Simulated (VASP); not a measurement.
# CsSrF3: single point with LDA

The system is CsSrF3.

```
Cs Sr F
1.0
     4.78121    0.29883    0.29883
     0.29883    4.78121    0.29883
     0.29883    0.29883    4.78121
Cs Sr F
1 1 3
Direct
  0.00000 0.00000 0.00000
  0.50000 0.50000 0.50000
  0.00000 0.50000 0.50000
  0.50000 0.00000 0.50000
  0.50000 0.50000 0.00000
```

This cell differs from its parent crystal: ratio of the length along [111] to the lengths across it x 1.2, volume and fractional coordinates fixed.

```yaml
Program: VASP 6.6.1
Task: single point
Functional: LDA
Potentials_or_basis: VASP PAW LDA potentials, release 64 (Cs_sv, Sr_sv, F)
Cutoff: 520 eV
k_mesh: 6 × 6 × 6
Occupations: gaussian, width 0.05 eV
Spin: no spin polarisation
Dipole_correction: no
Further_INCAR_settings: ALGO = Normal; EDIFF = 1e-06; NBANDS = 28
```

```yaml
Pressure: -3.3 GPa
Band_gap_on_the_k_mesh: 5.77 eV, indirect (the least direct gap lies 4.0 meV higher)
```

Stress tensor (GPa, compression positive):
```
-3.25 -1.56 -1.56
-1.56 -3.25 -1.56
-1.56 -1.56 -3.25
```

Levels at points of the mesh, in eV from the valence-band top:
```tsv
k point	band 18	band 19	band 20	band 21	band 22	band 23
(0.00, 0.00, 0.00)	-0.18	0.00	0.00	5.77	7.03	7.03
(0.50, 0.00, 0.00)	-0.40	-0.19	-0.07	7.47	8.07	8.51
(0.50, 0.50, 0.00)	-0.26	-0.18	-0.05	7.55	8.20	8.37
(0.50, 0.50, 0.50)	-0.15	0.00	0.00	8.26	8.26	8.35
```

Run time: 46 s on 1 thread of Intel(R) Xeon(R) 6975P-C (Granite Rapids), on a shared host, peak memory 0.23 GiB.

Caveat: spin-orbit coupling is left out, which moves the levels of the heavy elements. A k mesh can miss the band edges.
